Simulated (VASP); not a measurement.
# WS2: relaxation of cell and atoms with PBEsol+D3(BJ)

Crystal: WS2.

```
W S
1.0
     3.09481    0.00000    0.00000
    -1.54741    2.68019    0.00000
     0.00000    0.00000   11.69806
W S
2 4
Direct
  0.33333 0.66667 0.75000
  0.66667 0.33333 0.25000
  0.33333 0.66667 0.11647
  0.66667 0.33333 0.61646
  0.33333 0.66667 0.38354
  0.66667 0.33333 0.88353
```

```yaml
Program: VASP 6.6.1
Task: relaxation of cell and atoms
Functional: PBEsol
Dispersion: D3(BJ)
Potentials_or_basis: VASP PAW PBE potentials, release 64 (W_sv, S)
Cutoff: 600 eV
k_mesh: 12 × 12 × 4
Occupations: gaussian, width 0.02 eV
Spin: no spin polarisation
Target_pressure: 2 GPa
Dipole_correction: no
Further_INCAR_settings: ALGO = Normal; EDIFF = 1e-07; IBRION = 2; EDIFFG = -0.008; NSW = 70; ISIF = 3
```

| Quantity | Value |
| --- | --- |
| Relaxed volume | 16.10 Å³/atom |
| Relaxed cell | a = 3.101 Å, b = 3.101 Å, c = 11.602 Å, α = 90.00°, β = 90.00°, γ = 120.00° |
| Space group after relaxing (to 0.05 Å) | P6_3/mmc (No. 194) |
| Energy change on relaxing (the enthalpy is what falls) | -1.7 meV/atom |
| Ionic steps | 11 |
| Pressure after relaxing | 2.0 GPa |
| Band gap on the k mesh | 0.58 eV, indirect (least direct gap 1.97 eV) |
| Dispersion energy per atom | -0.427 eV |

The path:
| step | energy change (eV) | largest force (eV/Å) | pressure (GPa) | volume (Å³) |
| --- | --- | --- | --- | --- |
| 1 | 0.0000 | 0.3765 | 4.01 | 97.03 |
| 2 | 0.0088 | 0.5703 | -3.72 | 99.91 |
| 3 | -0.0194 | 0.0868 | 1.66 | 97.86 |
| 4 | -0.0181 | 0.0674 | 1.73 | 97.56 |
| 5 | -0.0138 | 0.0278 | 1.95 | 96.98 |
| 6 | 0.0016 | 0.0557 | 2.44 | 95.83 |
| 7 | -0.0090 | 0.0022 | 2.14 | 96.53 |
| 8 | -0.0113 | 0.0225 | 1.67 | 96.72 |
| 9 | -0.0103 | 0.0120 | 1.91 | 96.62 |
| 10 | -0.0086 | 0.0399 | 2.26 | 96.50 |
| 11 | -0.0099 | 0.0016 | 2.00 | 96.59 |

Final structure:
```
CELL_PARAMETERS angstrom
3.10056 0.00000 0.00000
-1.55028 2.68516 0.00000
0.00000 0.00000 11.60169
ATOMIC_POSITIONS crystal
W 0.33333 0.66667 0.75000
W 0.66667 0.33333 0.25000
S 0.33333 0.66667 0.11428
S 0.66667 0.33333 0.61427
S 0.33333 0.66667 0.38573
S 0.66667 0.33333 0.88572
```

Levels at points of the mesh, in eV from the valence-band top:
```tsv
k point	band 22	band 23	band 24	band 25	band 26	band 27	band 28	band 29	band 30	band 31
(0.00, 0.00, 0.00)	-2.29	-2.29	-1.70	-1.17	0.00	2.14	2.14	2.21	2.21	2.23
(0.50, 0.00, 0.00)	-3.00	-2.22	-2.11	-1.77	-1.76	2.33	2.38	2.41	2.92	2.98
(0.00, 0.00, 0.50)	-2.35	-2.35	-2.35	-0.30	-0.30	2.17	2.17	2.17	2.17	2.40
(0.50, 0.00, 0.50)	-3.28	-1.99	-1.99	-1.90	-1.90	2.36	2.36	2.74	2.74	3.31
```

It took 22 min on 1 thread of Intel(R) Xeon(R) Platinum 8488C (Sapphire Rapids) (shared host), peak memory 0.4 GiB.

Caveat: the cell is relaxed towards a set pressure, so the enthalpy falls and the energy may rise; the PAW data sets were made with another functional, which shifts forces and pressure a little; spin-orbit coupling is left out, which moves the levels of the heavy elements. A k mesh can miss the band edges.
